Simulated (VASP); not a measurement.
Here is a VASP 6.6.1 calculation.

INCAR

```
SYSTEM = AlGa3N4
PREC     = Accurate       ! precision mode
ENCUT    = 600            ! plane-wave cutoff, eV
EDIFF    = 1E-6           ! SCF threshold, eV
ISMEAR   = 0              ! smearing method
SIGMA    = 0.02           ! smearing width, eV
LREAL    = .False.        ! projectors in reciprocal space
LASPH    = .True.         ! aspherical terms in the spheres
NELM     = 60             ! most SCF steps
ALGO     = Normal         ! electronic algorithm
ISIF     = 3              ! what is computed and relaxed
LWAVE    = .False.        ! write WAVECAR
LCHARG   = .False.        ! write CHGCAR
IBRION   = 2              ! ionic algorithm
NSW      = 100            ! ionic steps
EDIFFG   = -0.005         ! ionic threshold
```

KPOINTS

```
Automatic mesh
0
Gamma
  6 6 6
  0 0 0
```

POSCAR

```
AlGa3N4
1.0
    4.4716853600      0.0000000000      0.0000000000
    0.0000000000      4.4716853600      0.0000000000
    0.0000000000      0.0000000000      4.4716853600
Al Ga N
1 3 4
Direct
    0.0000000000      0.0000000000      0.0000000000
    0.5000000000      0.5000000000      0.0000000000
    0.5000000000      0.0000000000      0.5000000000
    0.0000000000      0.5000000000      0.5000000000
    0.7557144200      0.7557144200      0.2442855800
    0.7557144200      0.2442855800      0.7557144200
    0.2442855800      0.7557144200      0.7557144200
    0.2442855800      0.2442855800      0.2442855800
```

Potentials or basis: VASP PAW LDA potentials, release 64 (Al, Ga_d, N).

Command:

```bash
$ cat potpaw_LDA.64/Al/POTCAR potpaw_LDA.64/Ga_d/POTCAR potpaw_LDA.64/N/POTCAR > POTCAR
$ mpirun -np 1 vasp_std > vasp.out
```

Problem. Estimate the band gap on the k mesh.

Solution. 2.54 eV, direct.

Problem. Estimate the space group after relaxing (to 0.05 Å).

Solution. P-43m (No. 215).

Step by step:
```tsv
step	energy change (eV)	largest force (eV/Å)	pressure (GPa)	volume (Å³)
1	0.0000	0.1484	-5.03	89.42
2	-0.0020	0.0422	5.46	84.95
3	-0.0380	0.0585	0.01	87.11
4	-0.0380	0.0560	0.17	87.07
5	-0.0383	0.0120	0.06	87.09
6	-0.0383	0.0008	0.11	87.09
7	-0.0383	0.0028	-0.17	87.17
8	-0.0383	0.0005	0.01	87.13
```

As with any semilocal functional, this LDA gap is likely too small.
